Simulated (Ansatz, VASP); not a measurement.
**One calculation of IrRhC6N6, two programs**

Contents of INCAR:

```
SYSTEM = IrRhC6N6
PREC = Accurate
ENCUT = 520
EDIFF = 1E-6
ISMEAR = 0
SIGMA = 0.1
LREAL = .FALSE.
LASPH = .TRUE.
NELM = 150
ALGO = Normal
ISIF = 2
LWAVE = .FALSE.
LCHARG = .FALSE.
ISPIN = 2
MAGMOM = 1 1 0 0 0 0 0 0 0 0 0 0 0 0
LORBIT = 11
LMAXMIX = 4
GGA = PE
NBANDS = 56
```

The input KPOINTS:

```
regular mesh
0
G
  4 4 4
  0 0 0
```

The input POSCAR:

```
IrRhC6N6
1.0
    0.0000000000      5.0945000000      5.0945000000
    5.0945000000      0.0000000000      5.0945000000
    5.0945000000      5.0945000000      0.0000000000
Ir Rh C N
1 1 6 6
Direct
    0.0000000000      0.0000000000      0.0000000000
    0.5000000000      0.5000000000      0.5000000000
    0.8118559200      0.1881440800      0.1881440800
    0.1881440800      0.8118559200      0.1881440800
    0.1881440800      0.1881440800      0.8118559200
    0.1881440800      0.8118559200      0.8118559200
    0.8118559200      0.1881440800      0.8118559200
    0.8118559200      0.8118559200      0.1881440800
    0.6970262000      0.3029738000      0.3029738000
    0.3029738000      0.6970262000      0.3029738000
    0.3029738000      0.3029738000      0.6970262000
    0.3029738000      0.6970262000      0.6970262000
    0.6970262000      0.3029738000      0.6970262000
    0.6970262000      0.6970262000      0.3029738000
```

Input for Ansatz:

```yaml
crystal:
  lattice:
    - [0.0, 5.0945, 5.0945]
    - [5.0945, 0.0, 5.0945]
    - [5.0945, 5.0945, 0.0]
  atoms:
    - { symbol: Ir, position: [0.0, 0.0, 0.0], spin: 1.0 }
    - { symbol: Rh, position: [0.5, 0.5, 0.5], spin: 1.0 }
    - { symbol: C, position: [0.81185592, 0.18814408, 0.18814408] }
    - { symbol: C, position: [0.18814408, 0.81185592, 0.18814408] }
    - { symbol: C, position: [0.18814408, 0.18814408, 0.81185592] }
    - { symbol: C, position: [0.18814408, 0.81185592, 0.81185592] }
    - { symbol: C, position: [0.81185592, 0.18814408, 0.81185592] }
    - { symbol: C, position: [0.81185592, 0.81185592, 0.18814408] }
    - { symbol: "N", position: [0.6970262, 0.3029738, 0.3029738] }
    - { symbol: "N", position: [0.3029738, 0.6970262, 0.3029738] }
    - { symbol: "N", position: [0.3029738, 0.3029738, 0.6970262] }
    - { symbol: "N", position: [0.3029738, 0.6970262, 0.6970262] }
    - { symbol: "N", position: [0.6970262, 0.3029738, 0.6970262] }
    - { symbol: "N", position: [0.6970262, 0.6970262, 0.3029738] }
basis:
  ecutwfc: 420
kpoints:
  mp_grid: { grid: [4, 4, 4] }
hamiltonian:
  xc: pbe
scf:
  occupations: { method: gaussian, width: 0.1 }
  lower_state_search: "off"
output:
  forces: true
  stress: true
  eigenvalues: true
  populations: true
magnetization:
  spin_polarized: true
```

Alike in both runs: task single point; functional PBE; k mesh 4 × 4 × 4; occupations gaussian, width 0.1 eV; collinear spin.

```csv
,VASP,Ansatz
version,VASP 6.6.1,Ansatz 0.2.0
potentials or method,"VASP PAW PBE potentials, release 64 (Ir, Rh_pv, C, N), cutoff 520 eV","scalar-relativistic, plane waves, PAW"
valence electrons in the cell,78,88
```

VASP gave:

| Quantity | Value |
| --- | --- |
| gap on the k mesh at the Fermi level (eV) | 2.94 |
| least direct gap on the mesh (eV) | 2.94 |
| pressure (GPa) | 4.6 |
| rms of the force components (eV/Å) | 1.226 |
| net moment per atom (μB) | 0.00 |

**Question.** What did Ansatz give for the same quantities?

**Answer.** gap on the k mesh at the Fermi level (eV): 2.93; least direct gap on the mesh (eV): 2.93; pressure (GPa): 4.1; rms of the force components (eV/Å): 1.325; net moment per atom (μB): 0.00.

Atom by atom the forces differ by 0.161 eV/Å (rms over components). VASP's potentials hold 78 valence electrons a cell and Ansatz's 88, so a difference there can come from the potentials and not from the codes. Ansatz's warnings: seeded moment not kept.

Neither program's run includes spin-orbit coupling. Noted on VASP's run: the standard files for N, O and F lose accuracy on very short bonds.
